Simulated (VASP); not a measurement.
# InSb3 (P4/mmm) in VASP: relaxation of cell and atoms with PBE

Aim: the relaxation of cell and atoms of InSb3 with PBE.

All numbers are computed with VASP 6.6.1; they aren't measurements. Logs are shortened: lines on timing, memory, paths and dates and some standing lists are left out, and cuts for length are marked.

## Step 1: The cell of the first run

It takes space group P4/mmm (No. 123, tetragonal). The conventional cell has a = 3.759 Å, b = 3.759 Å, c = 9.561 Å, α = 90.00°, β = 90.00°, γ = 90.00°. Within 4.0 Å of In (site symmetry 4/mmm) lie 2 Sb at 3.03 Å and 4 In at 3.76 Å. Sb (site symmetry 4/mmm) has 12 Sb at 3.18 to 3.76 Å within 4.2 Å. Sb (site symmetry 4mm) has 1 In at 3.03 Å and 9 Sb at 3.18 to 3.76 Å within 4.0 Å.

## Step 2: Relaxation of cell and atoms, PBE

Contents of INCAR:

```
SYSTEM = InSb3
ALGO = Normal
EDIFF = 1E-6
EDIFFG = -0.01
ENCUT = 600
GGA = PE
IBRION = 2
ISIF = 3
ISMEAR = 0
LASPH = .True.
LCHARG = .False.
LREAL = .False.
LWAVE = .False.
NELM = 80
NSW = 100
PREC = Accurate
SIGMA = 0.1
```

Contents of KPOINTS:

```
k-points
0
Gamma
  12 12 6
  0 0 0
```

Contents of POSCAR:

```
InSb3
1.0
    3.7594413993      0.0000000000      0.0000000000
    0.0000000000      3.7594413993      0.0000000000
    0.0000000000      0.0000000000      9.5607666917
In Sb
1 3
Direct
    0.0000000000      0.0000000000      0.0000000000
    0.5000000000      0.5000000000      0.5000000000
    0.0000000000      0.0000000000      0.6829339773
    0.0000000000      0.0000000000      0.3170660227
```

Potentials or basis: VASP PAW PBE potentials, release 64 (In_d, Sb).

Started as:

```bash
cat potpaw_PBE.64/In_d/POTCAR potpaw_PBE.64/Sb/POTCAR > POTCAR
mpirun -np 1 vasp_std > vasp.out
```

OUTCAR:

```text
SYSTEM = InSb3
   EDIFF = 1E-6
   EDIFFG = -0.01
   ENCUT = 600
   GGA = PE
   IBRION = 2
   ISIF = 3
   ISMEAR = 0
   LASPH = .True.
   LREAL = .False.
   NELM = 80
   NSW = 100
   PREC = Accurate

 ion  position               nearest neighbor table
   1  0.000  0.000  0.000-   3 3.03   4 3.03
   2  0.500  0.500  0.500-   3 3.18   4 3.18   3 3.18   4 3.18   3 3.18   4 3.18   3 3.18   4 3.18

   3  0.000  0.000  0.683-   1 3.03   2 3.18   2 3.18   2 3.18   2 3.18   4 3.50
   4  0.000  0.000  0.317-   1 3.03   2 3.18   2 3.18   2 3.18   2 3.18   3 3.50

  LATTYP: Found a simple tetragonal cell.
 ALAT       =     3.7594413993
 C/A-ratio  =     2.5431349172

  Lattice vectors:

 A1 = (   3.7594413993,   0.0000000000,   0.0000000000)
 A2 = (   0.0000000000,   3.7594413993,   0.0000000000)
 A3 = (   0.0000000000,   0.0000000000,   9.5607666917)

Analysis of symmetry for initial positions (statically):
=====================================================================
 Subroutine PRICEL returns:
 Original cell was already a primitive cell.

 Routine SETGRP: Setting up the symmetry group for a
 simple tetragonal supercell.

 Subroutine GETGRP returns: Found 16 space group operations
 (whereof 16 operations were pure point group operations)
 out of a pool of 16 trial point group operations.

The static configuration has the point symmetry D_4h.

Analysis of symmetry for dynamics (positions and initial velocities):
=====================================================================
 Subroutine PRICEL returns:
 Original cell was already a primitive cell.

 Routine SETGRP: Setting up the symmetry group for a
 simple tetragonal supercell.

 Subroutine GETGRP returns: Found 16 space group operations
 (whereof 16 operations were pure point group operations)
 out of a pool of 16 trial point group operations.

The dynamic configuration has the point symmetry D_4h.

 Subroutine INISYM returns: Found 16 space group operations
 (whereof 16 operations are pure point group operations),
 and found     1 'primitive' translations

----------------------------------------------------------------------------------------

                                     Primitive cell

  volume of cell :     135.1261

  direct lattice vectors                    reciprocal lattice vectors
     3.759441399  0.000000000  0.000000000     0.265996964  0.000000000  0.000000000
     0.000000000  3.759441399  0.000000000     0.000000000  0.265996964  0.000000000
     0.000000000  0.000000000  9.560766692     0.000000000  0.000000000  0.104594122

  length of vectors
     3.759441399  3.759441399  9.560766692     0.265996964  0.265996964  0.104594122

  position of ions in fractional coordinates (direct lattice)
     0.000000000  0.000000000  0.000000000
     0.500000000  0.500000000  0.500000000
     0.000000000  0.000000000  0.682933977
     0.000000000  0.000000000  0.317066023

  ion indices of the primitive-cell ions
   primitive index   ion index
                 1           1
                 2           2
                 3           3
                 4           4

----------------------------------------------------------------------------------------

 KPOINTS: k-points

Automatic generation of k-mesh.
 Grid dimensions read from file:
 generate k-points for:   12   12    6

 Generating k-lattice:

  Cartesian coordinates                     Fractional coordinates (reciprocal lattice)
     0.022166414  0.000000000  0.000000000     0.083333333  0.000000000  0.000000000
     0.000000000  0.022166414  0.000000000     0.000000000  0.083333333  0.000000000
     0.000000000  0.000000000  0.017432354     0.000000000  0.000000000  0.166666667

  Length of vectors
     0.022166414  0.022166414  0.017432354

  Shift w.r.t. Gamma in fractional coordinates (k-lattice)
     0.000000000  0.000000000  0.000000000

 Subroutine IBZKPT returns following result:
 ===========================================

 Found    112 irreducible k-points:

 Following reciprocal coordinates:
            Coordinates               Weight
  0.000000  0.000000  0.000000      1.000000
  0.083333  0.000000  0.000000      4.000000
  0.166667  0.000000  0.000000      4.000000
  0.250000  0.000000  0.000000      4.000000
  0.333333  0.000000  0.000000      4.000000
  0.416667  0.000000  0.000000      4.000000
[... 16 lines left out ...]
  0.333333  0.333333  0.000000      4.000000
  0.416667  0.333333  0.000000      8.000000
 [... further k-points ...]
   k-points           NKPTS =    112   k-points in BZ     NKDIM =    112   number of bands    NBANDS=     18
   number of dos      NEDOS =    301   number of ions     NIONS =      4
   total plane-waves  NPLWV =  72000
   dimension x,y,z NGX =    30 NGY =   30 NGZ =   80
   dimension x,y,z NGXF=    60 NGYF=   60 NGZF=  160
   ions per type =               1   3
   NGX,Y,Z   is equivalent  to a cutoff of  13.27, 13.27, 13.91 a.u.
   NGXF,Y,Z  is equivalent  to a cutoff of  26.53, 26.53, 27.82 a.u.
 SYSTEM =  InSb3
   PREC   = accura    normal or accurate (medium, high low for compatibility)
   ISTART =      0    job   : 0-new  1-cont  2-samecut
   ICHARG =      2    charge: 1-file 2-atom 10-const
   ISPIN  =      1    spin polarized calculation?
   LNONCOLLINEAR =      F non collinear calculations
   LSORBIT =      F    spin-orbit coupling
   LASPH  =      T    aspherical Exc in radial PAW
   ENCUT  =  600.0 eV  44.10 Ry    6.64 a.u.   7.51  7.51 19.10*2*pi/ulx,y,z
   NELM   =     80;   NELMIN=  2; NELMDL= -5     # of ELM steps
   EDIFF  = 0.1E-05   stopping-criterion for ELM
   LREAL  =      F    real-space projection
   EDIFFG = -.1E-01   stopping-criterion for IOM
   NSW    =    100    number of steps for IOM
   IBRION =      2    ionic relax: 0-MD 1-quasi-New 2-CG
   NFREE  =      1    steps in history (QN), initial steepest desc. (CG)
   ISIF   =      3    stress and relaxation
   ISYM   =      2    0-nonsym 1-usesym 2-fastsym
   POTIM  = 0.5000    time-step for ionic-motion
   TEBEG  =    0.0;   TEEND  =   0.0 temperature during run
   PSTRESS=    0.0 pullay stress
   NELECT =      28.0000    total number of electrons
   NUPDOWN=      -1.0000    fix difference up-down
   EMIN   =  10.00;   EMAX   =-10.00  energy-range for DOS
   EFERMI =   0.00;   METHOD = LEGACY
   ISMEAR =     0;   SIGMA  =   0.10  broadening in eV -4-tet -1-fermi 0-gaus
   EFERMI_NEDOS =   21; number of points for ismear=-14 and -15
   IALGO  =     38    algorithm
   IMIX   =      4    mixing-type and parameters
     AMIX     =   0.40;   BMIX     =  1.00
     AMIX_MAG =   1.60;   BMIX_MAG =  1.00
  volume/ion in A,a.u.               =      33.78       227.97
  Fermi-wavevector in a.u.,A,eV,Ry     =   0.968756  1.830683 12.768906  0.938488
  Thomas-Fermi vector in A             =   2.098752
   LORBIT       =      0    0 simple, 1 ext, 2 COOP (PROOUT), +10 PAW based schemes
   GGA     = PE    functional components
   LHFCALC =     F    Hartree Fock is set to
   AEXX    =    0.0000 exact exchange contribution
   IVDW    =     0    specifies the selected vdW correction
   LEPSILON=     F    determine dielectric tensor
   LRPA    =     F    only Hartree local field effects (RPA)
 conjugate gradient relaxation of ions
 non-spin polarized calculation
 Gauss-broadening in eV      SIGMA  =   0.10
  energy-cutoff  :      600.00
  volume of cell :      135.13
 maximum number of plane-waves:      4554
   NGX = 15   NGY = 15   NGZ = 39

--------------------------------------- Ionic step        1  -------------------------------------------

 number of electron      28.0000010 magnetization

 Free energy of the ion-electron system (eV)
  ---------------------------------------------------
  ext. energy  EPLUGINS =         0.00000000
  ---------------------------------------------------
  free energy    TOTEN  =       -13.64303805 eV

  energy without entropy =      -13.63262174  energy(sigma->0) =      -13.63782989

------------------------ aborting loop because EDIFF is reached ----------------------------------------

  FORCE on cell =-STRESS in cart. coord.  units (eV):
  Direction    XX          YY          ZZ          XY          YZ          ZX
  --------------------------------------------------------------------------------------
  -------------------------------------------------------------------------------------
  Total       -0.4724859     -0.4724859     -0.0417618      0.0000000     -0.0000000      0.0000000
  in kB       -5.6022185     -5.6022185     -0.4951653      0.0000000     -0.0000000      0.0000000
  external PRESSURE =      -3.8998674 kB  Pullay stress =       0.0000000 kB
[... 289 lines left out ...]
  energy  without entropy=      -13.6407696719  energy(sigma->0) =      -13.64678235

--------------------------------------- Ionic step        9  -------------------------------------------

 number of electron      27.9999995 magnetization

 Free energy of the ion-electron system (eV)
  ---------------------------------------------------
  ext. energy  EPLUGINS =         0.00000000
  ---------------------------------------------------
  free energy    TOTEN  =       -13.65287799 eV

  energy without entropy =      -13.64050816  energy(sigma->0) =      -13.64669308

 E-fermi :   5.9678     XC(G=0):  -9.1176

 val. band max:        5.9623609716   @ k =   0.4167   0.3333   0.5000
 cond. band min:       5.9717957933   @ k =   0.0833   0.0833   0.1667
 fundamental gap:      0.0094348217
 Fermi energy:         5.9678296181

 k-point     1 :       0.0000    0.0000    0.0000
  band No.  band energies     occupation
      1      -8.6788      2.00000
      2      -8.6579      2.00000
      3      -8.5350      2.00000
      4      -8.5339      2.00000
      5      -8.5339      2.00000
      6      -6.6519      2.00000
[... 10 lines left out ...]
     17       9.5041      0.00000
     18       9.7053      0.00000
[... 466 lines left out ...]
      2      -8.5972      2.00000
      3      -8.5730      2.00000
      4      -8.5638      2.00000
      5      -8.5168      2.00000
      6      -3.7187      2.00000
[... 10 lines left out ...]
     17       6.5072      0.00000
     18       6.7122      0.00000

 [... further k-points ...]

------------------------ aborting loop because EDIFF is reached ----------------------------------------

  FORCE on cell =-STRESS in cart. coord.  units (eV):
  Direction    XX          YY          ZZ          XY          YZ          ZX
  --------------------------------------------------------------------------------------
  -------------------------------------------------------------------------------------
  Total       -0.0387178     -0.0387178      0.0232386      0.0000000     -0.0000000      0.0000000
  in kB       -0.4715015     -0.4715015      0.2829968      0.0000000     -0.0000000      0.0000000
  external PRESSURE =      -0.2200021 kB  Pullay stress =       0.0000000 kB
[... 19 lines left out ...]
  FREE ENERGIE OF THE ION-ELECTRON SYSTEM (eV)
  ---------------------------------------------------
  free  energy   TOTEN  =       -13.6528779935 eV

  energy  without entropy=      -13.6405081630  energy(sigma->0) =      -13.64669308

 reached required accuracy - stopping structural energy minimisation
```

Wall time 10 min (1 thread of Intel Xeon 6975P-C (Granite Rapids), shared host); peak memory 0.54 GiB.

Results:

| Item | Value |
| --- | --- |
| Free energy | -13.6529 eV |
| Relaxed volume | 32.89 Å³/atom |
| Relaxed cell | a = 3.690 Å, b = 3.690 Å, c = 9.663 Å, α = 90.00°, β = 90.00°, γ = 90.00° |
| Space group after relaxing (to 0.05 Å) | P4/mmm (No. 123) |
| Energy gained by relaxing | 2.5 meV/atom |
| Ionic steps | 9 |
| Pressure after relaxing | 0.0 GPa |

The path:
```tsv
step	energy change (eV)	largest force (eV/Å)	pressure (GPa)	volume (Å³)
1	0.0000	0.0234	-0.39	135.13
2	-0.0035	0.0799	0.01	133.52
3	-0.0038	0.1000	0.16	132.97
4	-0.0064	0.0901	0.08	132.75
5	-0.0082	0.0696	-0.03	132.37
6	-0.0082	0.0685	-0.03	132.34
7	-0.0090	0.0469	-0.03	132.11
8	-0.0098	0.0132	-0.03	131.73
9	-0.0098	0.0006	-0.02	131.56
```

Final structure:
```
In Sb
1.0
     3.68995    0.00000    0.00000
     0.00000    3.68995    0.00000
     0.00000    0.00000    9.66269
In Sb
1 3
Direct
  0.00000 0.00000 0.00000
  0.50000 0.50000 0.50000
  0.00000 0.00000 0.68706
  0.00000 0.00000 0.31294
```

Levels at points of the mesh, in eV from the Fermi level:
```
           k point  band 11  band 12  band 13  band 14  band 15  band 16  band 17  band 18
(0.00, 0.00, 0.00)    -1.34    -1.34    -0.20     1.23     1.23     1.77     3.54     3.74
(0.50, 0.00, 0.00)    -2.25    -2.10    -1.31     0.14     1.22     1.36     2.16     2.17
(0.50, 0.50, 0.00)    -3.66    -2.52    -2.52    -1.30    -0.30    -0.28    -0.28     0.34
(0.00, 0.00, 0.50)    -1.32    -1.32    -0.83     1.12     1.12     2.68     2.77     3.54
(0.50, 0.00, 0.50)    -4.34    -1.50    -1.10     1.22     1.42     1.52     1.75     2.06
(0.50, 0.50, 0.50)    -2.89    -2.66    -2.66    -2.33    -1.31     0.66     0.66     0.97
```

Caveat: the bands computed are all filled at some k points, so no gap is given; spin-orbit coupling is left out, which moves the levels of the heavy elements.
